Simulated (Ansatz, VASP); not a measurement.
**One calculation of TePb, two programs**

```
Pb Te
1.0
     0.00000    3.08538    3.08538
     3.08538    0.00000    3.08538
     3.08538    3.08538    0.00000
Pb Te
1 1
Direct
  0.00000 0.00000 0.00000
  0.50000 0.50000 0.50000
```

Alike in both runs: task relaxation of cell and atoms; functional PBE; k mesh 11 × 11 × 11; occupations fermi-dirac, width 0.08 eV; no spin polarisation.

|  | VASP | Ansatz |
| --- | --- | --- |
| version | VASP 6.6.1 | Ansatz 0.2.0 |
| potentials or method | VASP PAW PBE potentials, release 64 (Pb_d, Te) | PAW with Ansatz's default frozen-core files, scalar-relativistic |
| plane-wave cutoff (eV) | 600 | 420 |
| valence electrons in the cell | 20 | 30 |

|  | VASP | Ansatz | Ansatz less VASP |
| --- | --- | --- | --- |
| relaxed volume (Å³/atom) | 35.39 | 35.40 | +0.015 |
| relaxed cell length with the largest relative difference (Å) | 4.643 | 4.644 | +0.0006 |

VASP's potentials hold 20 valence electrons a cell and Ansatz's 30, so a difference there can come from the potentials and not from the codes.

Neither program's run includes spin-orbit coupling. Noted on VASP's run: the volume moved by over 15 % at a fixed basis, so the end points are rough.
